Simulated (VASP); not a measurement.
Crystal: CdS.

```xyz
2
Lattice="0.0000 2.9629 2.9629 2.9629 0.0000 2.9629 2.9629 2.9629 0.0000" Properties=species:S:1:pos:R:3 pbc="T T T"
Cd    0.0000    0.0000    0.0000
S     1.4814    1.4814    1.4814
```

- Program: VASP 6.6.1
- Task: relaxation of cell and atoms
- Functional: LDA
- Potentials or basis: VASP PAW LDA potentials, release 64 (Cd_sv_GW, S)
- Cutoff: 630 eV
- k mesh: 6 × 6 × 6
- Occupations: fermi-dirac, width 0.02 eV
- Spin: no spin polarisation

At the start: pressure -4.9 GPa; volume 26.01 Å³/atom.

Question: Where does the relaxation end?

Answer: Over 3 steps the energy falls by 34.6 meV/atom and the volume is 23.89 Å³/atom (-8.2 %); space group F-43m (No. 216, to 0.1 Å) before and after.

The path:
| step | energy change (eV) | largest force (eV/Å) | pressure (GPa) | volume (Å³) |
| --- | --- | --- | --- | --- |
| 1 | 0.0000 | 0.0000 | -4.86 | 52.02 |
| 2 | -0.0589 | 0.0000 | 2.31 | 46.30 |
| 3 | -0.0693 | 0.0000 | 0.00 | 47.78 |

Final structure:
```
CELL_PARAMETERS angstrom
0.00000 2.88007 2.88007
2.88007 0.00000 2.88007
2.88007 2.88007 0.00000
ATOMIC_POSITIONS crystal
Cd 0.00000 0.00000 0.00000
S 0.25000 0.25000 0.25000
```
